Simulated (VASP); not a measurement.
A run of VASP 6.6.1 is set up as follows.

Contents of INCAR:

```
  ALGO = Normal
  DIPOL = 0.5 0.5 0.500
  EDIFF = 1E-6
  ENCUT = 520
  GGA = PE
  IDIPOL = 3
  ISIF = 2
  ISMEAR = -1
  LASPH = True
  LCHARG = False
  LDIPOL = True
  LREAL = False
  LWAVE = False
  NBANDS = 48
  NELM = 60
  PREC = Accurate
  SIGMA = 0.05
```

Contents of KPOINTS:

```
k-points
0
Gamma
  10 10 1
```

Contents of POSCAR:

```
Cu
1.0
    2.5561910140      0.0000000000      0.0000000000
    0.0000000000      2.5561910140      0.0000000000
    0.0000000000      0.0000000000     25.8450000000
Cu
7
Direct
    0.5000000000      0.5000000000      0.2901915264
    0.0000000000      0.0000000000      0.3601276843
    0.5000000000      0.5000000000      0.4300638421
    0.0000000000      0.0000000000      0.5000000000
    0.5000000000      0.5000000000      0.5699361579
    0.0000000000      0.0000000000      0.6398723157
    0.5000000000      0.5000000000      0.7098084736
```

Potentials or basis: VASP PAW PBE potentials, release 64 (Cu).

The run is started by

```sh
$ cat potpaw_PBE.64/Cu/POTCAR > POTCAR
$ mpirun -np 1 vasp_std > vasp.out
```

(1) Predict the largest force.

Answers

(1) 0.212 eV/Å.
